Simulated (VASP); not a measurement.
**Hf: electric field gradients with PBEsol**

Hf:

```xyz
1
Lattice="-1.8110 1.8110 1.8110 1.8110 -1.8110 1.8110 1.8110 1.8110 -1.8110" Properties=species:S:1:pos:R:3 pbc="T T T"
Hf    0.0000    0.0000    0.0000
```

This cell differs from its parent crystal: volume scaled by 1.01.

```
Program                : VASP 6.6.1
Task                   : electric field gradients
Functional             : PBEsol
Potentials or basis    : VASP PAW PBE potentials, release 64 (Hf_pv)
Cutoff                 : 520 eV
k mesh                 : 16 × 16 × 16
Occupations            : fermi-dirac, width 0.08 eV
Spin                   : no spin polarisation
Dipole correction      : no
Further INCAR settings : ALGO = Normal; EDIFF = 1e-08; NBANDS = 11
```

```json
{
  "Pressure": "-9.9 GPa",
  "Band gap on the k mesh": "zero (band 5 reaches 5.48 eV, above the bottom of band 6 at 3.32 eV)"
}
```

Levels at points of the mesh, in eV from the Fermi level:
```csv
k point,band 1,band 2,band 3,band 4,band 5,band 6,band 7,band 8,band 9,band 10
"(0.00, 0.00, 0.00)",-30.02,-30.02,-30.02,-6.85,1.46,1.46,1.46,4.08,4.08,13.03
"(0.50, 0.00, 0.00)",-30.69,-30.24,-30.02,-3.21,-0.41,0.88,3.87,4.81,7.08,9.35
"(0.50, 0.50, 0.50)",-30.50,-30.50,-30.50,-2.32,-2.32,6.33,6.33,6.33,6.76,6.76
```

Wall time 13 s on 1 thread of Intel(R) Xeon(R) 6975P-C (Granite Rapids), with other jobs on the host, peak memory 0.16 GiB.

Caveat: without QUAD_EFG the Cq values of the log hold for a quadrupole moment of 1 mb, not for the nuclei; the PAW data sets were made with another functional, which shifts forces and pressure a little; spin-orbit coupling is left out, which moves the levels of the heavy elements.
